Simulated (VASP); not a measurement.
# As (Cmmm) in VASP: notebook

The runs below take As through single point, relaxation of cell and atoms, with PBE.

Everything below comes from runs of VASP 6.6.1. Logs are shortened: lines on timing, memory, paths and dates and some standing lists are left out, and cuts for length are marked.

## 1. The cell of the first run

The structure is orthorhombic, space group Cmmm (No. 65). The conventional cell has a = 5.534 Å, b = 5.584 Å, c = 2.685 Å, α = 90.00°, β = 90.00°, γ = 90.00°. Within 3.5 Å of As (site symmetry m2m) lie 6 As at 2.68 to 2.91 Å.

## 2. Single point, PBE

INCAR reads:

```
PREC = Accurate
ENCUT = 520
EDIFF = 1E-6
ISMEAR = 0
SIGMA = 0.1
LREAL = False
LASPH = True
NELM = 80
ALGO = Normal
ISIF = 2
LWAVE = False
LCHARG = False
GGA = PE
NBANDS = 12
```

KPOINTS reads:

```
Automatic mesh
0
Gamma
  4 4 6
```

POSCAR reads:

```
As
1.0
    2.7670685552     -2.7920788478      0.0000000000
    2.7670685552      2.7920788478      0.0000000000
    0.0000000000      0.0000000000      2.6847036823
As
2
Direct
    0.2601958256      0.7398041744      0.5000000000
    0.7398041744      0.2601958256      0.5000000000
```

Potentials or basis: VASP PAW PBE potentials, release 64 (As).

Run with:

```sh
$ cat potpaw_PBE.64/As/POTCAR > POTCAR
$ mpirun -np 1 vasp_std > vasp.out
```

OUTCAR:

```text
PREC = Accurate
   ENCUT = 520
   EDIFF = 1E-6
   ISMEAR = 0
   LREAL = False
   LASPH = True
   NELM = 80
   ISIF = 2
   GGA = PE

 ion  position               nearest neighbor table
   1  0.260  0.740  0.500-   2 2.68   2 2.77   2 2.77   2 2.91
   2  0.740  0.260  0.500-   1 2.68   1 2.77   1 2.77   1 2.91

  LATTYP: Found a base centered orthorhombic cell.
 ALAT       =     5.5341371104
 B/A-ratio  =     1.0090385518
 C/A-ratio  =     0.4851169439

  Lattice vectors:

 A1 = (   2.7670685552,  -2.7920788478,   0.0000000000)
 A2 = (   2.7670685552,   2.7920788478,   0.0000000000)
 A3 = (   0.0000000000,   0.0000000000,   2.6847036823)

Analysis of symmetry for initial positions (statically):
=====================================================================
 Subroutine PRICEL returns:
 Original cell was already a primitive cell.

 Routine SETGRP: Setting up the symmetry group for a
 base centered orthorhombic supercell.

 Subroutine GETGRP returns: Found  8 space group operations
 (whereof  8 operations were pure point group operations)
 out of a pool of  8 trial point group operations.

The static configuration has the point symmetry D_2h.

Analysis of symmetry for dynamics (positions and initial velocities):
=====================================================================
 Subroutine PRICEL returns:
 Original cell was already a primitive cell.

 Routine SETGRP: Setting up the symmetry group for a
 base centered orthorhombic supercell.

 Subroutine GETGRP returns: Found  8 space group operations
 (whereof  8 operations were pure point group operations)
 out of a pool of  8 trial point group operations.

The dynamic configuration has the point symmetry D_2h.

 Subroutine INISYM returns: Found  8 space group operations
 (whereof  8 operations are pure point group operations),
 and found     1 'primitive' translations

----------------------------------------------------------------------------------------

                                     Primitive cell

  volume of cell :      41.4834

  direct lattice vectors                    reciprocal lattice vectors
     2.767068555 -2.792078848  0.000000000     0.180696643 -0.179078037  0.000000000
     2.767068555  2.792078848  0.000000000     0.180696643  0.179078037  0.000000000
     0.000000000  0.000000000  2.684703682     0.000000000  0.000000000  0.372480586

  length of vectors
     3.930950608  3.930950608  2.684703682     0.254401691  0.254401691  0.372480586

  position of ions in fractional coordinates (direct lattice)
     0.260195826  0.739804174  0.500000000
     0.739804174  0.260195826  0.500000000
[... 83 lines left out ...]
   ISIF   =      2    stress and relaxation
   ISYM   =      2    0-nonsym 1-usesym 2-fastsym
   POTIM  = 0.5000    time-step for ionic-motion
   TEBEG  =    0.0;   TEEND  =   0.0 temperature during run
   PSTRESS=    0.0 pullay stress
   NELECT =      10.0000    total number of electrons
   NUPDOWN=      -1.0000    fix difference up-down
   EMIN   =  10.00;   EMAX   =-10.00  energy-range for DOS
   EFERMI =   0.00;   METHOD = LEGACY
   ISMEAR =     0;   SIGMA  =   0.10  broadening in eV -4-tet -1-fermi 0-gaus
   EFERMI_NEDOS =   21; number of points for ismear=-14 and -15
   IALGO  =     38    algorithm
   IMIX   =      4    mixing-type and parameters
     AMIX     =   0.40;   BMIX     =  1.00
     AMIX_MAG =   1.60;   BMIX_MAG =  1.00
  volume/ion in A,a.u.               =      20.74       139.97
  Fermi-wavevector in a.u.,A,eV,Ry     =   1.018865  1.925377 14.124029  1.038087
  Thomas-Fermi vector in A             =   2.152347
   LORBIT       =      0    0 simple, 1 ext, 2 COOP (PROOUT), +10 PAW based schemes
   GGA     = PE    functional components
   LHFCALC =     F    Hartree Fock is set to
   AEXX    =    0.0000 exact exchange contribution
   IVDW    =     0    specifies the selected vdW correction
   LEPSILON=     F    determine dielectric tensor
   LRPA    =     F    only Hartree local field effects (RPA)
 non-spin polarized calculation
 Gauss-broadening in eV      SIGMA  =   0.10
  energy-cutoff  :      520.00
  volume of cell :       41.48
 maximum number of plane-waves:      1132
 NGX is ok and might be reduce to    30
   NGX = 15   NGY = 15   NGZ =  9

 number of electron      10.0000002 magnetization

 Free energy of the ion-electron system (eV)
  ---------------------------------------------------
  ext. energy  EPLUGINS =         0.00000000
  ---------------------------------------------------
  free energy    TOTEN  =        -9.19627622 eV

  energy without entropy =       -9.19399080  energy(sigma->0) =       -9.19513351

 E-fermi :   5.4221     XC(G=0): -10.2163

 val. band max:        5.3987468190   @ k =   0.2500   0.2500   0.0000
 cond. band min:       5.4451844486   @ k =  -0.2500   0.2500   0.0000
 fundamental gap:      0.0464376296
 Fermi energy:         5.4221240185

 k-point     1 :       0.0000    0.0000    0.0000
  band No.  band energies     occupation
      1      -9.1915      2.00000
      2      -3.5398      2.00000
      3       1.2352      2.00000
      4       1.3231      2.00000
      5       7.7614      0.00000
      6       8.8939      0.00000
      7       9.3958      0.00000
      8      10.1351      0.00000
      9      13.5847      0.00000
     10      13.9080      0.00000
     11      14.0288      0.00000
     12      15.7558      0.00000
[... 331 lines left out ...]
 k-point    24 :       0.5000    0.0000    0.5000
  band No.  band energies     occupation
      1      -4.1026      2.00000
      2      -3.5277      2.00000
      3       0.4372      2.00000
      4       0.8385      2.00000
      5       5.8443      0.00000
      6       6.5664      0.00000
      7       7.2736      0.00000
      8       7.3557      0.00000
      9      12.1496      0.00000
     10      12.5490      0.00000
     11      13.3714      0.00000
     12      13.8370      0.00000

 [... further k-points ...]
[... 5 lines left out ...]
  --------------------------------------------------------------------------------------
  -------------------------------------------------------------------------------------
  Total        0.0163320      0.0362963      0.0353858      0.0000000      0.0000000      0.0000000
  in kB        0.6307775      1.4018424      1.3666758      0.0000000      0.0000000      0.0000000
  external PRESSURE =       1.1330986 kB  Pullay stress =       0.0000000 kB

 VOLUME and BASIS-vectors are now :
 -----------------------------------------------------------------------------
  energy-cutoff  :      520.00
  volume of cell :       41.48
      direct lattice vectors                 reciprocal lattice vectors
     2.767068555 -2.792078848  0.000000000     0.180696643 -0.179078037  0.000000000
     2.767068555  2.792078848  0.000000000     0.180696643  0.179078037  0.000000000
     0.000000000  0.000000000  2.684703682     0.000000000  0.000000000  0.372480586

 POSITION                                       TOTAL-FORCE (eV/Angst)
 -----------------------------------------------------------------------------------
      2.76707      1.33910      1.34235         0.000000      0.010504      0.000000
      2.76707     -1.33910      1.34235         0.000000     -0.010504     -0.000000
 -----------------------------------------------------------------------------------
    total drift:                                0.000000      0.000000     -0.000000

  FREE ENERGIE OF THE ION-ELECTRON SYSTEM (eV)
  ---------------------------------------------------
  free  energy   TOTEN  =        -9.1962762230 eV

  energy  without entropy=       -9.1939907951  energy(sigma->0) =       -9.19513351
```

stdout:

```text
POSCAR found type information on POSCAR As
 POSCAR found :  1 types and       2 ions
 scaLAPACK will be used
 LDA part: xc-table for (Slater+PW92), standard interpolation
 POSCAR, INCAR and KPOINTS ok, starting setup
 FFT: planning ... GRIDC
 FFT: planning ... GRID_SOFT
 FFT: planning ... GRID
 WAVECAR not read
 entering main loop
```

It took 5.9 s on 1 thread of AMD EPYC 9R45 (Zen 5), shared host; peak memory 0.11 GiB.

Results:

| Property | Result |
| --- | --- |
| Free energy | -9.1963 eV |
| Pressure | 0.1 GPa |
| Largest force | 0.011 eV/Å |
| Band gap on the k mesh | zero (band 5 reaches 10.96 eV, above the bottom of band 6 at 1.75 eV) |

Forces on the atoms (eV/Å):
```
As   0.000  0.011  0.000
As   0.000 -0.011  0.000
```

Caveat: the k points lie up to 0.40 Å⁻¹ apart.

## 3. Relaxation of cell and atoms, PBE

INCAR reads:

```
ALGO = Normal ; EDIFF = 1E-7
EDIFFG = -0.01 ; ENCUT = 600
GGA = PE ; IBRION = 2
ISIF = 3 ; ISMEAR = 0
LASPH = T ; LCHARG = F
LREAL = F ; LWAVE = F
NELM = 60 ; NSW = 100
PREC = Accurate ; SIGMA = 0.1
```

KPOINTS reads:

```
k-points
0
Gamma
  14 14 20
```

POSCAR is that of step 2.

Potentials or basis: VASP PAW PBE potentials, release 64 (As).

Run with:

```sh
$ cat potpaw_PBE.64/As/POTCAR > POTCAR
$ mpirun -np 1 vasp_std > vasp.out
```

Wall time 27 min (1 thread of AMD EPYC 9R45 (Zen 5), shared host); peak memory 0.4 GiB.

It converged, with:

```yaml
Free_energy: -9.1304 eV
Relaxed_volume: 21.79 Å³/atom
Relaxed_cell: a = 3.954 Å, b = 3.954 Å, c = 2.792 Å, α = 90.00°, β = 90.00°, γ = 93.30°
Space_group_after_relaxing_to_0.05_Å: Cmmm (No. 65)
Energy_gained_by_relaxing: 15.0 meV/atom
Ionic_steps: 41
Pressure_after_relaxing: 0.0 GPa
Band_gap_on_the_k_mesh: zero (band 5 reaches 10.54 eV, above the bottom of band 6 at 1.59 eV)
```

The path:
```
step  energy change (eV)  largest force (eV/Å)  pressure (GPa)  volume (Å³)
   1              0.0000                0.0147           -0.61        41.48
   3             -0.0186                0.0083            0.11        41.05
   5             -0.0186                0.0121           -0.03        41.12
   7             -0.0186                0.0115           -0.02        41.12
   9             -0.0187                0.0094            0.03        41.13
  11             -0.0187                0.0100            0.02        41.13
  13             -0.0188                0.0090            0.05        41.16
  15             -0.0191                0.0076            0.20        41.26
  17             -0.0205                0.0888            1.44        41.70
  19             -0.0209                0.0461            1.07        41.60
  21             -0.0209                0.0470            1.08        41.60
  23             -0.0209                0.0513            1.12        41.62
  25             -0.0209                0.0697            1.27        41.69
  27             -0.0212                0.0703            1.27        41.74
  29             -0.0223                0.0796            1.24        41.95
  31             -0.0245                0.1820            1.28        42.77
  33             -0.0291                0.0940            0.14        43.67
  35             -0.0295                0.0672           -0.01        43.76
  37             -0.0300                0.0145            0.07        43.54
  39             -0.0301                0.0080            0.03        43.55
  41             -0.0301                0.0019           -0.04        43.57
```

Final structure:
```
As
1.0
     2.71412   -2.87488    0.00000
     2.71412    2.87488    0.00000
     0.00000    0.00000    2.79197
As
2
Direct
  0.28267 0.71733 0.50000
  0.71733 0.28267 0.50000
```

Levels at points of the mesh, in eV from the Fermi level:
| k point | band 1 | band 2 | band 3 | band 4 | band 5 | band 6 | band 7 | band 8 | band 9 |
| --- | --- | --- | --- | --- | --- | --- | --- | --- | --- |
| (0.00, 0.00, 0.00) | -14.55 | -8.59 | -4.16 | -3.88 | 1.43 | 3.24 | 3.44 | 5.78 | 7.59 |
| (0.50, 0.00, 0.00) | -13.16 | -11.60 | -3.01 | -1.76 | -0.32 | -0.05 | 4.60 | 5.85 | 9.36 |
| (0.50, 0.50, 0.00) | -11.86 | -11.77 | -6.42 | -5.91 | 5.48 | 5.50 | 5.58 | 6.13 | 9.64 |
| (0.00, 0.00, 0.50) | -11.86 | -6.50 | -5.55 | -2.02 | -1.73 | -1.67 | 3.99 | 5.32 | 5.79 |
| (0.50, 0.00, 0.50) | -10.49 | -8.80 | -5.12 | -3.92 | -0.92 | 0.77 | 2.18 | 2.43 | 6.32 |
| (0.50, 0.50, 0.50) | -9.15 | -8.98 | -4.11 | -4.08 | -4.04 | -3.41 | 2.83 | 2.95 | 7.55 |
